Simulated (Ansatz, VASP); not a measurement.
# Si4O: VASP beside Ansatz

INCAR

```
SYSTEM = Si4O
PREC = Accurate
ENCUT = 520
EDIFF = 1E-6
ISMEAR = 0
SIGMA = 0.1
LREAL = .FALSE.
LASPH = .TRUE.
NELM = 150
ALGO = Normal
ISIF = 2
LWAVE = .FALSE.
LCHARG = .TRUE.
ISPIN = 2
MAGMOM = 0 0 0 0 1
LORBIT = 11
GGA = PE
LELF = .TRUE.
LVHAR = .TRUE.
NBANDS = 23
```

Contents of KPOINTS:

```
Automatic mesh
0
G
  6 6 2
  0 0 0
```

The input POSCAR:

```
Si4O
1.0
    2.7756493088      0.0000000000      0.0000000000
   -1.3878246544      2.4037828134      0.0000000000
    0.0000000000      0.0000000000      9.8435674076
Si O
4 1
Direct
    0.3333333333      0.6666666667      0.8428018743
    0.3333333333      0.6666666667      0.3994108635
    0.6666666667      0.3333333333      0.1571981257
    0.6666666667      0.3333333333      0.6005891365
    0.0000000000      0.0000000000      0.0000000000
```

Input for Ansatz:

```yaml
crystal:
  lattice:
    - [2.7756493088, 0.0, 0.0]
    - [-1.3878246544, 2.4037828134, 0.0]
    - [0.0, 0.0, 9.8435674076]
  atoms:
    - { symbol: Si, position: [0.3333333333, 0.6666666667, 0.8428018743] }
    - { symbol: Si, position: [0.3333333333, 0.6666666667, 0.3994108635] }
    - { symbol: Si, position: [0.6666666667, 0.3333333333, 0.1571981257] }
    - { symbol: Si, position: [0.6666666667, 0.3333333333, 0.6005891365] }
    - { symbol: O, position: [0.0, 0.0, 0.0], spin: 1.0 }
basis:
  ecutwfc: 420
kpoints:
  mp_grid: { grid: [6, 6, 2] }
hamiltonian:
  xc: pbe
scf:
  occupations: { method: gaussian, width: 0.1 }
  lower_state_search: "off"
output:
  forces: true
  stress: true
  eigenvalues: true
  populations: true
magnetization:
  spin_polarized: true
```

Change from the starting cell: species swapped into the Co4H type (P-3m1, No. 164).

Alike in both runs: task single point; functional PBE; k mesh 6 × 6 × 2; occupations gaussian, width 0.1 eV; collinear spin.

|  | VASP | Ansatz |
| --- | --- | --- |
| version | VASP 6.6.1 | Ansatz 0.2.0 |
| potentials or method | VASP PAW PBE potentials, release 64 (Si, O), cutoff 520 eV | scalar-relativistic, plane waves, PAW |
| valence electrons in the cell | 22 | 22 |

|  | VASP | Ansatz | Ansatz less VASP |
| --- | --- | --- | --- |
| gap on the k mesh at the Fermi level (eV) | none | none | - |
| pressure (GPa) | 0.1 | 0.1 | 0.00 |
| net moment per atom (μB) | 0.00 | 0.00 | 0.000 |

A gap of «none» marks a metal or a gap that the smearing closes. Ansatz's warnings: seeded moment not kept.

The k mesh is coarse, so the values compare programs but aren't converged.
